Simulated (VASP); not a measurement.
# Sb in VASP: notebook

Sb is run at these levels: PBE-based global hybrid with 50 % exact exchange, PBE, B3LYP5; tasks: single point.

All numbers are computed with VASP 6.6.1; they aren't measurements. Logs are shortened: lines on timing, memory, paths and dates and some standing lists are left out, and cuts for length are marked.

### Step 1. The cell of the first run

Symmetry: R-3m, No. 166, trigonal system. Conventional cell: a = 4.308 Å, b = 4.308 Å, c = 11.274 Å, α = 90.00°, β = 90.00°, γ = 120.00°. Within 3.8 Å of Sb (site symmetry 3m) lie 6 Sb at 2.91 to 3.35 Å.

### Step 2. Single point, PBE-based global hybrid with 50 % exact exchange

POSCAR reads:

```
Sb
1.0
    2.1542000000      1.2437279499      3.7580000000
   -2.1542000000      1.2437279499      3.7580000000
    0.0000000000     -2.4874558998      3.7580000000
Sb
2
Direct
    0.7665100000      0.7665100000      0.7665100000
    0.2334900000      0.2334900000      0.2334900000
```

INCAR.step1 reads:

```
PREC     = Accurate       # precision mode
ENCUT    = 400            # plane-wave cutoff, eV
EDIFF    = 1E-5           # SCF threshold, eV
ISMEAR   = -1             # smearing method
SIGMA    = 0.05           # smearing width, eV
LREAL    = False          # projectors in reciprocal space
LASPH    = True           # aspherical terms in the spheres
NELM     = 120            # most SCF steps
ALGO     = Normal         # electronic algorithm
ISIF     = 2              # what is computed and relaxed
LWAVE    = True           # write WAVECAR
LCHARG   = False          # write CHGCAR
GGA      = PE             # functional
NBANDS   = 12             # bands
GGA_COMPAT= False
```

INCAR.step2 reads:

```
PREC     = Accurate       # precision mode
ENCUT    = 400            # plane-wave cutoff, eV
EDIFF    = 1E-6           # SCF threshold, eV
ISMEAR   = -1             # smearing method
SIGMA    = 0.05           # smearing width, eV
LREAL    = False          # projectors in reciprocal space
LASPH    = True           # aspherical terms in the spheres
NELM     = 120            # most SCF steps
ALGO     = Normal         # electronic algorithm
ISIF     = 2              # what is computed and relaxed
LWAVE    = False          # write WAVECAR
LCHARG   = False          # write CHGCAR
GGA      = PE             # functional
LHFCALC  = True           # exact exchange
AEXX     = 0.5            # exact-exchange fraction
PRECFOCK = Normal       
ISTART   = 1            
NBANDS   = 12             # bands
GGA_COMPAT= False
```

KPOINTS reads:

```
Automatic mesh
0
Gamma
  4 4 4
```

Potentials or basis: VASP PAW PBE potentials, release 64 (Sb).

Started as:

```bash
cat potpaw_PBE.64/Sb/POTCAR > POTCAR
cp INCAR.step1 INCAR
mpirun -np 1 vasp_std > vasp.out
cp INCAR.step2 INCAR
mpirun -np 1 vasp_std > vasp.out
```

OUTCAR:

```text
PREC = Accurate
   ENCUT = 400
   EDIFF = 1E-6
   ISMEAR = -1
   LREAL = False
   LASPH = True
   NELM = 120
   ISIF = 2
   GGA = PE
   LHFCALC = True
   AEXX = 0.5
   PRECFOCK = Normal
   ISTART = 1

 ion  position               nearest neighbor table
   1  0.767  0.767  0.767-   2 2.91   2 2.91   2 2.91   2 3.35   2 3.35   2 3.35
   2  0.233  0.233  0.233-   1 2.91   1 2.91   1 2.91   1 3.35   1 3.35   1 3.35

  LATTYP: Found a trigonal (rhomboedric) cell.
 ALAT       =     4.5066618304
 COS(alpha) =     0.5430253624

  Lattice vectors:

 A1 = (   2.1542000000,   1.2437279499,   3.7580000000)
 A2 = (  -2.1542000000,   1.2437279499,   3.7580000000)
 A3 = (   0.0000000000,  -2.4874558998,   3.7580000000)

Analysis of symmetry for initial positions (statically):
=====================================================================
 Subroutine PRICEL returns:
 Original cell was already a primitive cell.

 Routine SETGRP: Setting up the symmetry group for a
 trigonal (rhombohedral) supercell.

 Subroutine GETGRP returns: Found 12 space group operations
 (whereof 12 operations were pure point group operations)
 out of a pool of 12 trial point group operations.

The static configuration has the point symmetry D_3d.

Analysis of symmetry for dynamics (positions and initial velocities):
=====================================================================
 Subroutine PRICEL returns:
 Original cell was already a primitive cell.

 Routine SETGRP: Setting up the symmetry group for a
 trigonal (rhombohedral) supercell.

 Subroutine GETGRP returns: Found 12 space group operations
 (whereof 12 operations were pure point group operations)
 out of a pool of 12 trial point group operations.

The dynamic configuration has the point symmetry D_3d.

 Subroutine INISYM returns: Found 12 space group operations
 (whereof 12 operations are pure point group operations),
 and found     1 'primitive' translations

----------------------------------------------------------------------------------------

                                     Primitive cell

  volume of cell :      60.4115

  direct lattice vectors                    reciprocal lattice vectors
     2.154200000  1.243727950  3.758000000     0.232104726  0.134005726  0.088699663
    -2.154200000  1.243727950  3.758000000    -0.232104726  0.134005726  0.088699663
     0.000000000 -2.487455900  3.758000000     0.000000000 -0.268011452  0.088699663

  length of vectors
     4.506661830  4.506661830  4.506661830     0.282307932  0.282307932  0.282307932

  position of ions in fractional coordinates (direct lattice)
     0.766510000  0.766510000  0.766510000
     0.233490000  0.233490000  0.233490000

  ion indices of the primitive-cell ions
   primitive index   ion index
                 1           1
                 2           2

----------------------------------------------------------------------------------------

 KPOINTS: Automatic mesh

Automatic generation of k-mesh.
 Grid dimensions read from file:
 generate k-points for:    4    4    4

 Generating k-lattice:

  Cartesian coordinates                     Fractional coordinates (reciprocal lattice)
     0.058026181  0.033501431  0.022174916     0.250000000  0.000000000  0.000000000
    -0.058026181  0.033501431  0.022174916     0.000000000  0.250000000  0.000000000
     0.000000000 -0.067002863  0.022174916     0.000000000  0.000000000  0.250000000

  Length of vectors
     0.070576983  0.070576983  0.070576983

  Shift w.r.t. Gamma in fractional coordinates (k-lattice)
     0.000000000  0.000000000  0.000000000

 Subroutine IBZKPT returns following result:
 ===========================================

 Found     13 irreducible k-points:

 Following reciprocal coordinates:
            Coordinates               Weight
  0.000000  0.000000  0.000000      1.000000
  0.250000 -0.000000  0.000000      6.000000
  0.500000 -0.000000  0.000000      3.000000
  0.250000  0.250000  0.000000      6.000000
  0.500000  0.250000 -0.000000     12.000000
 -0.250000  0.250000  0.000000      6.000000
  0.500000  0.500000  0.000000      3.000000
  0.250000  0.250000  0.250000      2.000000
  0.500000  0.250000  0.250000      6.000000
 -0.250000  0.250000  0.250000      6.000000
  0.500000  0.500000  0.250000      6.000000
 -0.250000  0.500000  0.250000      6.000000
  0.500000  0.500000  0.500000      1.000000
   k-points           NKPTS =     13   k-points in BZ     NKDIM =     64   number of bands    NBANDS=     12
   number of dos      NEDOS =    301   number of ions     NIONS =      2
   total plane-waves  NPLWV =  27000
   dimension x,y,z NGX =    30 NGY =   30 NGZ =   30
   dimension x,y,z NGXF=    60 NGYF=   60 NGZF=   60
   ions per type =               2
   NGX,Y,Z   is equivalent  to a cutoff of  11.07, 11.07, 11.07 a.u.
   NGXF,Y,Z  is equivalent  to a cutoff of  22.13, 22.13, 22.13 a.u.
 SYSTEM =  unknown system
   PREC   = accura    normal or accurate (medium, high low for compatibility)
   ISTART =      1    job   : 0-new  1-cont  2-samecut
   ICHARG =      0    charge: 1-file 2-atom 10-const
   ISPIN  =      1    spin polarized calculation?
   LNONCOLLINEAR =      F non collinear calculations
   LSORBIT =      F    spin-orbit coupling
   LASPH  =      T    aspherical Exc in radial PAW
   ENCUT  =  400.0 eV  29.40 Ry    5.42 a.u.   7.35  7.35  7.35*2*pi/ulx,y,z
   NELM   =    120;   NELMIN=  2; NELMDL=  0     # of ELM steps
   EDIFF  = 0.1E-05   stopping-criterion for ELM
   LREAL  =      F    real-space projection
   EDIFFG = 0.1E-04   stopping-criterion for IOM
   NSW    =      0    number of steps for IOM
   IBRION =     -1    ionic relax: 0-MD 1-quasi-New 2-CG
   NFREE  =      0    steps in history (QN), initial steepest desc. (CG)
   ISIF   =      2    stress and relaxation
   ISYM   =      3    0-nonsym 1-usesym 2-fastsym
   POTIM  = 0.5000    time-step for ionic-motion
   TEBEG  =    0.0;   TEEND  =   0.0 temperature during run
   PSTRESS=    0.0 pullay stress
   NELECT =      10.0000    total number of electrons
   NUPDOWN=      -1.0000    fix difference up-down
   EMIN   =  10.00;   EMAX   =-10.00  energy-range for DOS
   EFERMI =   0.00;   METHOD = LEGACY
   ISMEAR =    -1;   SIGMA  =   0.05  broadening in eV -4-tet -1-fermi 0-gaus
   EFERMI_NEDOS =   21; number of points for ismear=-14 and -15
   IALGO  =     38    algorithm
   IMIX   =      1    mixing-type and parameters
     AMIX     =   0.40;   BMIX     =  1.00
     AMIX_MAG =   1.60;   BMIX_MAG =  1.00
  volume/ion in A,a.u.               =      30.21       203.84
  Fermi-wavevector in a.u.,A,eV,Ry     =   0.898880  1.698637 10.993305  0.807985
  Thomas-Fermi vector in A             =   2.021644
   LORBIT       =      0    0 simple, 1 ext, 2 COOP (PROOUT), +10 PAW based schemes
   GGA     = PE    functional components
   LHFCALC =     T    Hartree Fock is set to
   PRECFOCK=normal    Normal, Fast or Accurate (Low or Medium for compatibility)
   ENCUT4O =  -1.0   cutoff for four orbital integrals eV
   NKREDX  =     1    reduce k-point grid by
   NKREDY  =     1    reduce k-point grid by
   NKREDZ  =     1    reduce k-point grid by
   AEXX    =    0.5000 exact exchange contribution
   HFSCREEN=    0.0000 screening length (either q_TF or 0.3 A-1)
   HFSCREENC=   0.0000 screening length for correlation (either q_TF or 0.3 A-1)
   ENCUTFOCK=  -1.0 apply spherical cutoff to Coloumb kernel
   IVDW    =     0    specifies the selected vdW correction
   LEPSILON=     F    determine dielectric tensor
   LRPA    =     F    only Hartree local field effects (RPA)
 non-spin polarized calculation
  energy-cutoff  :      400.00
  volume of cell :       60.41
 maximum number of plane-waves:      1113
 NGX is ok and might be reduce to    30
  NGX = 24; NGY = 24; NGZ = 24

 number of electron      10.0000001 magnetization

 Free energy of the ion-electron system (eV)
  ---------------------------------------------------
  ext. energy  EPLUGINS =         0.00000000
  ---------------------------------------------------
  free energy    TOTEN  =       -15.75008491 eV

  energy without entropy =      -15.75008490  energy(sigma->0) =      -15.75008491

 E-fermi :   6.9664     XC(G=0):  -5.5806

 val. band max:        6.2038358915   @ k =   0.5000   0.5000   0.5000
 cond. band min:       7.7875198558   @ k =   0.5000  -0.0000   0.0000
 fundamental gap:      1.5836839643
 Fermi energy:         6.9664359966

 k-point     1 :       0.0000    0.0000    0.0000
  band No.  band energies     occupation
      1      -9.4616      2.00000
      2       0.7251      2.00000
      3       3.1663      2.00000
      4       3.5097      2.00000
      5       3.5097      2.00000
      6      10.3475      0.00000
      7      11.1848      0.00000
      8      11.1848      0.00000
      9      13.7552      0.00000
     10      13.7552      0.00000
     11      13.9555      0.00000
     12      15.4911      0.00000

 k-point     2 :       0.2500   -0.0000    0.0000
  band No.  band energies     occupation
      1      -8.6418      2.00000
      2      -2.3808      2.00000
      3       3.3113      2.00000
      4       3.4003      2.00000
      5       4.8357      2.00000
      6       9.3036      0.00000
      7       9.5581      0.00000
      8       9.5766      0.00000
      9      13.5963      0.00000
     10      14.1868      0.00000
     11      14.7846      0.00000
     12      18.9758      0.00000

 k-point     3 :       0.5000   -0.0000    0.0000
  band No.  band energies     occupation
      1      -6.6007      2.00000
      2      -5.7344      2.00000
      3       3.3334      2.00000
      4       3.5242      2.00000
      5       5.5244      2.00000
      6       7.7875      0.00000
      7       8.2145      0.00000
      8       8.4010      0.00000
      9      16.6461      0.00000
     10      17.2013      0.00000
     11      18.2759      0.00000
     12      18.3205      0.00000
[... 121 lines left out ...]
 k-point    12 :      -0.2500    0.5000    0.2500
  band No.  band energies     occupation
      1      -5.9685      2.00000
      2      -4.8289      2.00000
      3      -0.3369      2.00000
      4      -0.3325      2.00000
      5       5.0180      2.00000
      6       8.7418      0.00000
      7      13.2379      0.00000
      8      13.2395      0.00000
      9      15.1338      0.00000
     10      15.3423      0.00000
     11      19.3815      0.00000
     12      19.4575      0.00000

 k-point    13 :       0.5000    0.5000    0.5000
  band No.  band energies     occupation
      1      -7.5956      2.00000
      2      -4.9757      2.00000
      3       4.1106      2.00000
      4       4.1106      2.00000
      5       6.2038      2.00000
      6       7.9051      0.00000
      7       7.9051      0.00000
      8       8.7637      0.00000
      9      16.0226      0.00000
     10      17.6886      0.00000
     11      17.6886      0.00000
     12      18.3661      0.00000

------------------------ aborting loop because EDIFF is reached ----------------------------------------

  FORCE on cell =-STRESS in cart. coord.  units (eV):
  Direction    XX          YY          ZZ          XY          YZ          ZX
  --------------------------------------------------------------------------------------
  -------------------------------------------------------------------------------------
  Total       -2.0803128     -2.0803128     -1.7960069      0.0000000      0.0000000      0.0000000
  in kB      -55.1721338    -55.1721338    -47.6320355      0.0000000      0.0000000      0.0000000
  external PRESSURE =     -52.6587677 kB  Pullay stress =       0.0000000 kB

 VOLUME and BASIS-vectors are now :
 -----------------------------------------------------------------------------
  energy-cutoff  :      400.00
  volume of cell :       60.41
      direct lattice vectors                 reciprocal lattice vectors
     2.154200000  1.243727950  3.758000000     0.232104726  0.134005726  0.088699663
    -2.154200000  1.243727950  3.758000000    -0.232104726  0.134005726  0.088699663
     0.000000000 -2.487455900  3.758000000     0.000000000 -0.268011452  0.088699663

 POSITION                                       TOTAL-FORCE (eV/Angst)
 -----------------------------------------------------------------------------------
      0.00000      0.00000      8.64163         0.000000     -0.000000      1.182898
      0.00000      0.00000      2.63237         0.000000      0.000000     -1.182898
 -----------------------------------------------------------------------------------
    total drift:                                0.000000     -0.000000      0.000000

  FREE ENERGIE OF THE ION-ELECTRON SYSTEM (eV)
  ---------------------------------------------------
  free  energy   TOTEN  =       -15.7500849140 eV

  energy  without entropy=      -15.7500849015  energy(sigma->0) =      -15.75008491
```

Run time: 17 min. Hardware: 1 thread of Intel Xeon 8259CL, shared host; peak memory 0.18 GiB.

What came out:

| Quantity | Value |
| --- | --- |
| Free energy | -15.7501 eV |
| Pressure | -5.3 GPa |
| Largest force | 1.183 eV/Å |
| Band gap on the k mesh | 1.58 eV (least direct gap 1.70 eV) |

Forces in eV/Å, atoms in the order of the input:
```
Sb   0.000  0.000  1.183
Sb   0.000  0.000 -1.183
```

Caveat: the k points lie up to 0.44 Å⁻¹ apart; the PAW data sets were made with another functional, which shifts forces and pressure a little; spin-orbit coupling is left out, which moves the levels of the heavy elements. A k mesh can miss the band edges.

(Part 1 of 2 ends here.)
